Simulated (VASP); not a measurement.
Write the native input for VASP 6.6.1 that does the following.

```yaml
Task: relaxation of the atoms
Functional: PBE
Potentials_or_basis: VASP PAW PBE potentials, release 64 (Hf_pv, B)
Cutoff: 520 eV
k_mesh: 13 × 13 × 13
Occupations: fermi-dirac, width 0.05 eV
Spin: no spin polarisation
Dipole_correction: no
Further_INCAR_settings: ALGO = Normal; EDIFF = 1e-07; IBRION = 2; EDIFFG = -0.01; NSW = 50
```

The structure of HfB lies in POSCAR:

```
HfB
1.0
    0.0000000000      1.9483294568      1.9483294568
    1.9483294568      0.0000000000      1.9483294568
    1.9483294568      1.9483294568      0.0000000000
Hf B
1 1
Direct
    0.5000000000      0.5000000000      0.5000000000
    0.0000000000      0.0000000000      0.0000000000
```

The input as run:

INCAR

```
SYSTEM = HfB
PREC = Accurate
ENCUT = 520
EDIFF = 1E-7
ISMEAR = -1
SIGMA = 0.05
LREAL = .FALSE.
LASPH = .TRUE.
NELM = 60
ALGO = Normal
ISIF = 2
LWAVE = .FALSE.
LCHARG = .FALSE.
GGA = PE
IBRION = 2
NSW = 50
EDIFFG = -0.01
```

KPOINTS

```
regular mesh
0
G
  13 13 13
  0 0 0
```

Potentials or basis: VASP PAW PBE potentials, release 64 (Hf_pv, B).

Launch:

```bash
$ cat potpaw_PBE.64/Hf_pv/POTCAR potpaw_PBE.64/B/POTCAR > POTCAR
$ mpirun -np 1 vasp_std > vasp.out
```

It gave:

```
Pressure after relaxing : 350.4 GPa
Band gap on the k mesh  : zero (an odd number of electrons rules out a gap without spin polarisation)
```

Caveat: the relaxation stopped at its first step, so nothing moved; spin-orbit coupling is left out, which moves the levels of the heavy elements.

It took 15 s on 1 thread of Intel Xeon 8259CL, on a shared host, peak memory 0.14 GiB.
